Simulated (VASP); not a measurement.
Write the native input for VASP 6.6.1 that does the following.

| Item | Value |
| --- | --- |
| Task | single point |
| Functional | revPBE |
| Potentials or basis | VASP PAW PBE potentials, release 64 (Zr_sv) |
| Cutoff | 520 eV |
| k mesh | 13 × 13 × 7 |
| Occupations | fermi-dirac, width 0.1 eV |
| Spin | no spin polarisation |
| Dipole correction | no |
| Further INCAR settings | ALGO = Normal; EDIFF = 1e-06; NBANDS = 19 |

The structure of Zr lies in POSCAR:

```
Zr
1.0
   -1.7475381557      2.1267897071      1.5575966697
    2.1267897071     -1.7475381557      1.5575966697
    3.5255285688      3.5255285688     -0.8629967588
Zr
2
Direct
    0.0415204800      0.9584795200      0.0000000000
    0.7084795200      0.2915204800      0.5000000000
```

These files were run (other wordings do the same):

INCAR

```
PREC = Accurate
ENCUT = 520
EDIFF = 1E-6
ISMEAR = -1
SIGMA = 0.1
LREAL = F
LASPH = T
NELM = 60
ALGO = Normal
ISIF = 2
LWAVE = F
LCHARG = F
GGA = RE
NBANDS = 19
```

KPOINTS

```
regular mesh
0
Gamma
  13 13 7
```

Potentials or basis: VASP PAW PBE potentials, release 64 (Zr_sv).

The run is started by

```sh
$ cat potpaw_PBE.64/Zr_sv/POTCAR > POTCAR
$ mpirun -np 1 vasp_std > vasp.out
```

It gave:

The pressure is 8.6 GPa and the band gap on the k mesh is zero (bands 12 and 13 overlap by 1.19 eV).

Caveat: the cell stands under pressure; the PAW data sets were made with another functional, which shifts forces and pressure a little.

Run time: 4.7 min on 1 thread of Intel Xeon 8259CL, with other jobs on the host, peak memory 0.33 GiB.
